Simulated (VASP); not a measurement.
# SrTiO3 (P4/mmm) in VASP: further runs, part 3 of 3

VASP 6.6.1.

## 4. Single point, r2SCAN+U (biaxial strain in the a-b plane: +1.5 %, then relaxed in part)

The input, POSCAR:

```
SrTiO3
1.0
    3.9764769163      0.0000000000      0.0000000000
    0.0000000000      3.9764769163      0.0000000000
    0.0000000000      0.0000000000      3.8835656662
Sr Ti O
1 1 3
Direct
    0.0000000000      0.0000000000      0.0000000000
    0.5000000000      0.5000000000      0.5000000000
    0.5000000000      0.0000000000      0.5000000000
    0.5000000000      0.5000000000      0.0000000000
    0.0000000000      0.5000000000      0.5000000000
```

The input, INCAR.step1:

```
PREC = Accurate ; ENCUT = 520
ISMEAR = 0 ; SIGMA = 0.02
LREAL = False ; LASPH = True
NELM = 150 ; LMAXMIX = 4
LDAU = True ; LDAUTYPE = 2
LDAUL = -1 2 -1 ; LDAUU = 0 4 0
LDAUJ = 0 0 0 ; NBANDS = 28
GGA = PE ; ALGO = Normal
EDIFF = 1E-4 ; LWAVE = True
LCHARG = False
```

The input, INCAR.step2:

```
PREC = Accurate ; ENCUT = 520
EDIFF = 1E-7 ; ISMEAR = 0
SIGMA = 0.02 ; LREAL = False
LASPH = True ; NELM = 150
ALGO = Normal ; ISIF = 2
LWAVE = False ; LCHARG = False
LMAXMIX = 4 ; LDAU = True
LDAUTYPE = 2 ; LDAUL = -1 2 -1
LDAUU = 0 4 0 ; LDAUJ = 0 0 0
LDAUPRINT = 1 ; METAGGA = R2SCAN
LMIXTAU = True ; NBANDS = 28
ISTART = 1
```

The input, KPOINTS:

```
Automatic mesh
0
Gamma
  6 6 6
```

Potentials or basis: VASP PAW PBE potentials, release 64 (Sr_sv, Ti_sv, O).

Command:

```console
cat potpaw_PBE.64/Sr_sv/POTCAR potpaw_PBE.64/Ti_sv/POTCAR potpaw_PBE.64/O/POTCAR > POTCAR
cp INCAR.step1 INCAR
mpirun -np 1 vasp_std > vasp.out
cp INCAR.step2 INCAR
mpirun -np 1 vasp_std > vasp.out
```

OUTCAR:

```text
PREC = Accurate
   ENCUT = 520
   EDIFF = 1E-7
   ISMEAR = 0
   LREAL = False
   LASPH = True
   NELM = 150
   ISIF = 2
   METAGGA = R2SCAN
   ISTART = 1

 ion  position               nearest neighbor table
   1  0.000  0.000  0.000-   3 2.78   5 2.78   3 2.78   5 2.78   5 2.78   5 2.78   3 2.78   3 2.78
                             4 2.81   4 2.81   4 2.81   4 2.81   2 3.42   2 3.42   2 3.42   2 3.42
   2  0.500  0.500  0.500-   4 1.94   4 1.94   5 1.99   3 1.99   3 1.99   5 1.99   1 3.42   1 3.42
                             1 3.42   1 3.42   1 3.42   1 3.42   1 3.42   1 3.42
   3  0.500  0.000  0.500-   2 1.99   2 1.99   1 2.78   1 2.78   1 2.78   1 2.78
   4  0.500  0.500  0.000-   2 1.94   2 1.94   1 2.81   1 2.81   1 2.81   1 2.81
   5  0.000  0.500  0.500-   2 1.99   2 1.99   1 2.78   1 2.78   1 2.78   1 2.78

  LATTYP: Found a simple tetragonal cell.
 ALAT       =     3.9764769163
 C/A-ratio  =     0.9766347820

  Lattice vectors:

 A1 = (   3.9764769163,   0.0000000000,   0.0000000000)
 A2 = (   0.0000000000,   3.9764769163,   0.0000000000)
 A3 = (   0.0000000000,   0.0000000000,   3.8835656662)

Analysis of symmetry for initial positions (statically):
=====================================================================
 Subroutine PRICEL returns:
 Original cell was already a primitive cell.

 Routine SETGRP: Setting up the symmetry group for a
 simple tetragonal supercell.

 Subroutine GETGRP returns: Found 16 space group operations
 (whereof 16 operations were pure point group operations)
 out of a pool of 16 trial point group operations.

The static configuration has the point symmetry D_4h.

Analysis of symmetry for dynamics (positions and initial velocities):
=====================================================================
 Subroutine PRICEL returns:
 Original cell was already a primitive cell.

 Routine SETGRP: Setting up the symmetry group for a
 simple tetragonal supercell.

 Subroutine GETGRP returns: Found 16 space group operations
 (whereof 16 operations were pure point group operations)
 out of a pool of 16 trial point group operations.

The dynamic configuration has the point symmetry D_4h.

 Subroutine INISYM returns: Found 16 space group operations
 (whereof 16 operations are pure point group operations),
 and found     1 'primitive' translations

----------------------------------------------------------------------------------------

                                     Primitive cell

  volume of cell :      61.4084

  direct lattice vectors                    reciprocal lattice vectors
     3.976476916  0.000000000  0.000000000     0.251478890  0.000000000  0.000000000
     0.000000000  3.976476916  0.000000000     0.000000000  0.251478890  0.000000000
     0.000000000  0.000000000  3.883565666     0.000000000  0.000000000  0.257495324

[... 106 lines left out ...]
   IALGO  =     38    algorithm
   IMIX   =      4    mixing-type and parameters
     AMIX     =   0.40;   BMIX     =  1.00
     AMIX_MAG =   1.60;   BMIX_MAG =  1.00
  volume/ion in A,a.u.               =      12.28        82.88
  Fermi-wavevector in a.u.,A,eV,Ry     =   1.419119  2.681747 27.400775  2.013900
  Thomas-Fermi vector in A             =   2.540173
   LORBIT       =      0    0 simple, 1 ext, 2 COOP (PROOUT), +10 PAW based schemes
 LDA+U is selected, type is set to LDAUTYPE =  2
   angular momentum for each species LDAUL =    -1    2   -1
   U (eV)           for each species LDAUU =   0.0  4.0  0.0
   J (eV)           for each species LDAUJ =   0.0  0.0  0.0
   METAGGA = R2SCAN    functional components
   LHFCALC =     F    Hartree Fock is set to
   AEXX    =    0.0000 exact exchange contribution
   IVDW    =     0    specifies the selected vdW correction
   LEPSILON=     F    determine dielectric tensor
   LRPA    =     F    only Hartree local field effects (RPA)
 non-spin polarized calculation
 Gauss-broadening in eV      SIGMA  =   0.02
  energy-cutoff  :      520.00
  volume of cell :       61.41
 maximum number of plane-waves:      1679
 NGX is ok and might be reduce to    30
   NGX = 15   NGY = 15   NGZ = 15

atom =   2  type =  2  l = 2

 onsite density matrix

spin component  1

  0.0902 -0.0000  0.0000  0.0000  0.0000
 -0.0000  0.0955  0.0000  0.0000  0.0000
  0.0000  0.0000  0.2523 -0.0000  0.0000
  0.0000  0.0000 -0.0000  0.0955  0.0000
  0.0000  0.0000  0.0000  0.0000  0.2364

spin component  2

  0.0902 -0.0000  0.0000  0.0000  0.0000
 -0.0000  0.0955  0.0000  0.0000  0.0000
  0.0000  0.0000  0.2523 -0.0000  0.0000
  0.0000  0.0000 -0.0000  0.0955  0.0000
  0.0000  0.0000  0.0000  0.0000  0.2364

 occupancies and eigenvectors

  o =  0.0902  v =  1.0000  0.0000  0.0000  0.0000  0.0000  0.0000  0.0000  0.0000  0.0000  0.0000      0.0000  0.0000  0.0000  0.0000  0.0000  0.0000  0.0000  0.0000  0.0000  0.0000
  o =  0.0902  v =  0.0000  0.0000  0.0000  0.0000  0.0000  1.0000  0.0000  0.0000  0.0000  0.0000      0.0000  0.0000  0.0000  0.0000  0.0000  0.0000  0.0000  0.0000  0.0000  0.0000
  o =  0.0955  v =  0.0000  0.0395 -0.0000  0.9992  0.0000  0.0000  0.0000  0.0000  0.0000  0.0000      0.0000  0.0000  0.0000  0.0000  0.0000  0.0000  0.0000  0.0000  0.0000  0.0000
  o =  0.0955  v =  0.0000  0.0000  0.0000  0.0000  0.0000  0.0000  0.0395 -0.0000  0.9992  0.0000      0.0000  0.0000  0.0000  0.0000  0.0000  0.0000  0.0000  0.0000  0.0000  0.0000
  o =  0.0955  v =  0.0000  0.0000  0.0000  0.0000  0.0000  0.0000 -0.9992  0.0000  0.0395  0.0000      0.0000  0.0000  0.0000  0.0000  0.0000  0.0000  0.0000  0.0000  0.0000  0.0000
  o =  0.0955  v =  0.0000 -0.9992  0.0000  0.0395  0.0000  0.0000  0.0000  0.0000  0.0000  0.0000      0.0000  0.0000  0.0000  0.0000  0.0000  0.0000  0.0000  0.0000  0.0000  0.0000
  o =  0.2364  v =  0.0000  0.0000  0.0000  0.0000  0.0000  0.0000 -0.0000  0.0000  0.0000 -1.0000      0.0000  0.0000  0.0000  0.0000  0.0000  0.0000  0.0000  0.0000  0.0000  0.0000
  o =  0.2364  v =  0.0000 -0.0000  0.0000  0.0000 -1.0000  0.0000  0.0000  0.0000  0.0000  0.0000      0.0000  0.0000  0.0000  0.0000  0.0000  0.0000  0.0000  0.0000  0.0000  0.0000
  o =  0.2523  v =  0.0000  0.0000  0.0000  0.0000  0.0000  0.0000  0.0000  1.0000  0.0000  0.0000      0.0000  0.0000  0.0000  0.0000  0.0000  0.0000  0.0000  0.0000  0.0000  0.0000
  o =  0.2523  v =  0.0000  0.0000  1.0000  0.0000  0.0000  0.0000  0.0000  0.0000  0.0000  0.0000      0.0000  0.0000  0.0000  0.0000  0.0000  0.0000  0.0000  0.0000  0.0000  0.0000

 number of electron      39.9999990 magnetization

 Free energy of the ion-electron system (eV)
  ---------------------------------------------------
  ext. energy  EPLUGINS =         0.00000000
  ---------------------------------------------------
  free energy    TOTEN  =       -60.69403886 eV

  energy without entropy =      -60.69403886  energy(sigma->0) =      -60.69403886

 E-fermi :   3.8510     XC(G=0): -11.7650

 val. band max:        3.7451045207   @ k =   0.5000   0.5000   0.5000
 cond. band min:       6.4917350582   @ k =   0.0000   0.0000   0.0000
 fundamental gap:      2.7466305375
 Fermi energy:         3.8510478553

 k-point     1 :       0.0000    0.0000    0.0000
  band No.  band energies     occupation
      1     -56.0999      2.00000
      2     -31.2352      2.00000
      3     -31.2215      2.00000
      4     -31.2215      2.00000
      5     -30.2335      2.00000
      6     -14.6470      2.00000
[... 733 lines left out ...]
     27      12.4068      0.00000
     28      13.2838      0.00000

 [... further k-points ...]

------------------------ aborting loop because EDIFF is reached ----------------------------------------

  FORCE on cell =-STRESS in cart. coord.  units (eV):
  Direction    XX          YY          ZZ          XY          YZ          ZX
  --------------------------------------------------------------------------------------
  -------------------------------------------------------------------------------------
  Total       -1.0064655     -1.0064655      1.2928192      0.0000000     -0.0000000      0.0000000
  in kB      -26.2592232    -26.2592232     33.7303455      0.0000000     -0.0000000      0.0000000
  external PRESSURE =      -6.2627003 kB  Pullay stress =       0.0000000 kB

 VOLUME and BASIS-vectors are now :
 -----------------------------------------------------------------------------
  energy-cutoff  :      520.00
  volume of cell :       61.41
      direct lattice vectors                 reciprocal lattice vectors
     3.976476916  0.000000000  0.000000000     0.251478890  0.000000000  0.000000000
     0.000000000  3.976476916  0.000000000     0.000000000  0.251478890  0.000000000
     0.000000000  0.000000000  3.883565666     0.000000000  0.000000000  0.257495324

 POSITION                                       TOTAL-FORCE (eV/Angst)
 -----------------------------------------------------------------------------------
      0.00000      0.00000      0.00000         0.000000      0.000000      0.000000
      1.98824      1.98824      1.94178         0.000000      0.000000      0.000000
      1.98824      0.00000      1.94178         0.000000      0.000000      0.000000
      1.98824      1.98824      0.00000         0.000000      0.000000      0.000000
      0.00000      1.98824      1.94178         0.000000      0.000000      0.000000
 -----------------------------------------------------------------------------------
    total drift:                                0.000000      0.000000     -0.000000

  FREE ENERGIE OF THE ION-ELECTRON SYSTEM (eV)
  ---------------------------------------------------
  free  energy   TOTEN  =       -60.6940388622 eV

  energy  without entropy=      -60.6940388622  energy(sigma->0) =      -60.69403886
```

It took 4.7 min on 1 thread of Intel Xeon Platinum 8259CL at 2.50GHz (Skylake/Cascade Lake), shared host; peak memory 0.22 GiB.

Results:

* Free energy: -60.6940 eV
* Pressure: -0.6 GPa
* Band gap on the k mesh: 2.75 eV (least direct gap 3.21 eV)

Stress tensor (GPa, compression positive):
```
-2.63  0.00  0.00
 0.00 -2.63  0.00
 0.00  0.00  3.37
```

Levels at points of the mesh, in eV from the valence-band top:
| k point | band 18 | band 19 | band 20 | band 21 | band 22 | band 23 |
| --- | --- | --- | --- | --- | --- | --- |
| (0.00, 0.00, 0.00) | -0.47 | -0.47 | -0.46 | 2.75 | 2.78 | 2.78 |
| (0.50, 0.00, 0.00) | -1.94 | -0.85 | -0.83 | 2.95 | 4.46 | 4.46 |
| (0.50, 0.50, 0.00) | -1.70 | -1.70 | -0.15 | 4.48 | 4.48 | 4.95 |
| (0.00, 0.00, 0.50) | -1.95 | -0.86 | -0.86 | 2.95 | 4.38 | 4.67 |
| (0.50, 0.00, 0.50) | -1.56 | -1.56 | -0.09 | 4.49 | 4.69 | 5.08 |
| (0.50, 0.50, 0.50) | -0.05 | 0.00 | 0.00 | 5.15 | 5.27 | 5.27 |

Eigenvalues of the final occupation matrices:
```csv
site,spin,trace,eigenvalues
site 2 d,1,0.77,0.09 0.10 0.10 0.24 0.25
site 2 d,2,0.77,0.09 0.10 0.10 0.24 0.25
```

Caveat: the cell differs from its parent crystal (biaxial strain in the a-b plane: +1.5 %, then relaxed in part); the stress differs along the axes, from -3 to 3 GPa; the PAW data sets were made with another functional, which shifts forces and pressure a little.

## 5. Single point, r2SCAN+U (biaxial strain in the a-b plane: +1.5 %)

Changes to POSCAR since step 4:

```diff
@@ -4,3 +4,3 @@
     0.0000000000      3.9764769163      0.0000000000
-    0.0000000000      0.0000000000      3.8835656662
+    0.0000000000      0.0000000000      3.8824518464
 Sr Ti O
```

The input, INCAR.step1:

```
SYSTEM = SrTiO3
PREC     = Accurate       ! precision mode
ENCUT    = 520            ! plane-wave cutoff, eV
ISMEAR   = 0              ! smearing method
SIGMA    = 0.02           ! smearing width, eV
LREAL    = .False.        ! projectors in reciprocal space
LASPH    = .True.         ! aspherical terms in the spheres
NELM     = 150            ! most SCF steps
LMAXMIX  = 4              ! l up to which the mixer works
LDAU     = .True.         ! DFT+U
LDAUTYPE = 2            
LDAUL    = -1 2 -1        ! shell
LDAUU    = 0 4 0          ! U, eV
LDAUJ    = 0 0 0        
NBANDS   = 28             ! bands
GGA      = PE             ! functional
ALGO     = Normal         ! electronic algorithm
EDIFF    = 1E-4           ! SCF threshold, eV
LWAVE    = .True.         ! write WAVECAR
LCHARG   = .False.        ! write CHGCAR
```

The input, INCAR.step2:

```
SYSTEM = SrTiO3
PREC     = Accurate       ! precision mode
ENCUT    = 520            ! plane-wave cutoff, eV
EDIFF    = 1E-7           ! SCF threshold, eV
ISMEAR   = 0              ! smearing method
SIGMA    = 0.02           ! smearing width, eV
LREAL    = .False.        ! projectors in reciprocal space
LASPH    = .True.         ! aspherical terms in the spheres
NELM     = 150            ! most SCF steps
ALGO     = Normal         ! electronic algorithm
ISIF     = 2              ! what is computed and relaxed
LWAVE    = .False.        ! write WAVECAR
LCHARG   = .True.         ! write CHGCAR
LMAXMIX  = 4              ! l up to which the mixer works
LDAU     = .True.         ! DFT+U
LDAUTYPE = 2            
LDAUL    = -1 2 -1        ! shell
LDAUU    = 0 4 0          ! U, eV
LDAUJ    = 0 0 0        
LDAUPRINT= 1            
METAGGA  = R2SCAN         ! meta-GGA
LMIXTAU  = .True.       
LELF     = .True.         ! ELF
LVHAR    = .True.       
NBANDS   = 28             ! bands
ISTART   = 1
```

The input, KPOINTS:

```
Automatic mesh
0
Gamma
  6 6 6
  0 0 0
```

Command:

```console
cat potpaw_PBE.64/Sr_sv/POTCAR potpaw_PBE.64/Ti_sv/POTCAR potpaw_PBE.64/O/POTCAR > POTCAR
cp INCAR.step1 INCAR
mpirun -np 1 vasp_std > vasp.out
cp INCAR.step2 INCAR
mpirun -np 1 vasp_std > vasp.out
```

Wall time 4.8 min (1 thread of Intel Xeon Platinum 8259CL at 2.50GHz (Skylake/Cascade Lake), shared host); peak memory 0.21 GiB.

The run converged. Its results:

- Free energy: -60.6936 eV
- Pressure: -0.6 GPa
- Band gap on the k mesh: 2.75 eV (least direct gap 3.21 eV)

Stress tensor (GPa, compression positive):
```
-2.60  0.00  0.00
 0.00 -2.60  0.00
 0.00  0.00  3.48
```

Levels at points of the mesh, in eV from the valence-band top:
| k point | band 17 | band 18 | band 19 | band 20 | band 21 | band 22 | band 23 | band 24 |
| --- | --- | --- | --- | --- | --- | --- | --- | --- |
| (0.00, 0.00, 0.00) | -1.13 | -0.47 | -0.47 | -0.46 | 2.75 | 2.78 | 2.78 | 4.37 |
| (0.50, 0.00, 0.00) | -2.10 | -1.94 | -0.85 | -0.83 | 2.95 | 4.46 | 4.47 | 4.47 |
| (0.50, 0.50, 0.00) | -1.98 | -1.71 | -1.71 | -0.15 | 4.48 | 4.48 | 4.95 | 5.51 |
| (0.00, 0.00, 0.50) | -2.37 | -1.95 | -0.87 | -0.87 | 2.95 | 4.38 | 4.68 | 4.68 |
| (0.50, 0.00, 0.50) | -1.97 | -1.56 | -1.56 | -0.09 | 4.49 | 4.69 | 5.09 | 5.31 |
| (0.50, 0.50, 0.50) | -3.50 | -0.05 | 0.00 | 0.00 | 5.15 | 5.27 | 5.27 | 7.37 |

Eigenvalues of the final occupation matrices:
```
    site  spin  trace               eigenvalues
site 2 d     1   0.77  0.09 0.10 0.10 0.24 0.25
site 2 d     2   0.77  0.09 0.10 0.10 0.24 0.25
```

Caveat: the cell differs from its parent crystal (biaxial strain in the a-b plane: +1.5 %); the stress differs along the axes, from -3 to 3 GPa; the PAW data sets were made with another functional, which shifts forces and pressure a little. A k mesh can miss the band edges.

## 6. Overview

| cell | gap on the mesh (eV) | pressure (GPa) |
| --- | --- | --- |
| a = 3.859, b = 3.859, c = 3.956 Å, 5 atoms | 2.84 | 7.6 |
| a = 3.859, b = 3.859, c = 3.953 Å, 5 atoms | 2.84 | 7.8 |
| a = 3.976, b = 3.976, c = 3.884 Å, 5 atoms | 2.75 | -0.6 |
| a = 3.976, b = 3.976, c = 3.882 Å, 5 atoms | 2.75 | -0.6 |

Alike in all rows: task single point; level r2SCAN+U; potentials or basis VASP PAW PBE potentials, release 64 (Sr_sv, Ti_sv, O); no spin polarisation; Ti d U = 4.0 eV; k mesh 6 × 6 × 6; cutoff (eV) 520; smearing gaussian 0.02 eV.

Caveats: the PAW data sets were made with another functional, which shifts forces and pressure a little; the stress differs along the axes, from 3 to 10 GPa (at least some runs); the stress differs along the axes, from -3 to 3 GPa (at least some runs).

Total energies depend on the potentials used, so only differences within one code and one set of settings carry meaning.
